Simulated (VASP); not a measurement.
Ga3P3H2, 8 atoms in the cell. The cell holds a wire or tube with vacuum around it, 8 atoms: a = 19.800 Å, b = 9.700 Å, c = 3.897 Å, α = 90.00°, β = 90.00°, γ = 90.00°. 

```yaml
Program: VASP 6.6.1
Task: single point
Functional: PBE
Potentials_or_basis: VASP PAW PBE potentials, release 64 (Ga_d, P, H)
Cutoff: 400 eV
k_mesh: 1 × 1 × 14
Occupations: gaussian, width 0.05 eV
Spin: collinear spin
Starting_moments: "[0.0, 0.0, -1.0, 1.0, 0.0, 0.0, 0.0, 0.0] μB"
Dipole_correction: no
Further_INCAR_settings: ALGO = Normal; EDIFF = 1e-06; NBANDS = 42
```

Potentials or basis: VASP PAW PBE potentials, release 64 (Ga_d, P, H).

Launch:

```bash
$ cat potpaw_PBE.64/Ga_d/POTCAR potpaw_PBE.64/P/POTCAR potpaw_PBE.64/H/POTCAR > POTCAR
$ mpirun -np 1 vasp_std > vasp.out
```

Hardware: 1 thread of Intel(R) Xeon(R) Platinum 8259CL CPU @ 2.50GHz (Skylake/Cascade Lake), with other jobs on the host.

Q: Estimate the wall time of this run.

A: Run time: 16 min on 1 thread of Intel(R) Xeon(R) Platinum 8259CL CPU @ 2.50GHz (Skylake/Cascade Lake), on a shared host, peak memory 0.89 GiB. Counts: scf iterations 27, k points 8.
